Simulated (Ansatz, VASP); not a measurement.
One calculation of TiC, two programs

File INCAR:

```
PREC = Accurate ; ENCUT = 520
EDIFF = 1E-6 ; ISMEAR = -1
SIGMA = 0.05 ; LREAL = False
LASPH = True ; NELM = 60
ALGO = Normal ; ISIF = 2
LWAVE = False ; LCHARG = False
GGA = PE ; NBANDS = 15
```

File KPOINTS:

```
Automatic mesh
0
Gamma
  17 17 17
```

The input POSCAR:

```
TiC
1.0
    0.0000000000      1.9941634772      1.9941634772
    1.9941634772      0.0000000000      1.9941634772
    1.9941634772      1.9941634772      0.0000000000
Ti C
1 1
Direct
    0.0000000000      0.0000000000      0.0000000000
    0.5000000000      0.5000000000      0.5000000000
```

Input for Ansatz:

```yaml
crystal:
  lattice:
    - [0.0, 1.9941634772, 1.9941634772]
    - [1.9941634772, 0.0, 1.9941634772]
    - [1.9941634772, 1.9941634772, 0.0]
  atoms:
    - { symbol: Ti, position: [0.0, 0.0, 0.0] }
    - { symbol: C, position: [0.5, 0.5, 0.5] }
kpoints:
  mp_grid: { grid: [17, 17, 17] }
scf:
  occupations: { method: fermi_dirac, width: 0.05 }
hamiltonian:
  xc: pbe
  pseudopotentials: { kind: paw }
output:
  forces: true
  stress: true
  eigenvalues: true
```

Change from the starting cell: volume scaled by 0.78, to set the pressure.

Alike in both runs: task single point; functional PBE; k mesh 17 × 17 × 17; occupations fermi-dirac, width 0.05 eV; no spin polarisation.

|  | VASP | Ansatz |
| --- | --- | --- |
| version | VASP 6.6.1 | Ansatz 0.2.0 |
| potentials or method | VASP PAW PBE potentials, release 64 (Ti_sv, C) | PAW with Ansatz's default frozen-core files, scalar-relativistic |
| plane-wave cutoff (eV) | 520 | 420 |
| valence electrons in the cell | 16 | 16 |

Ansatz gave:

| Item | Value |
| --- | --- |
| pressure (GPa) | 101.8 |

**Question.** What did VASP give for the same quantities?

**Answer.** Pressure (GPa): 101.6.

Both programs put the cell under a high pressure, so it lies far from rest at this level. The functional is the same, so the differences come from potentials, cutoffs and numerics.

Noted on VASP's run: the cell as given lies far from equilibrium.
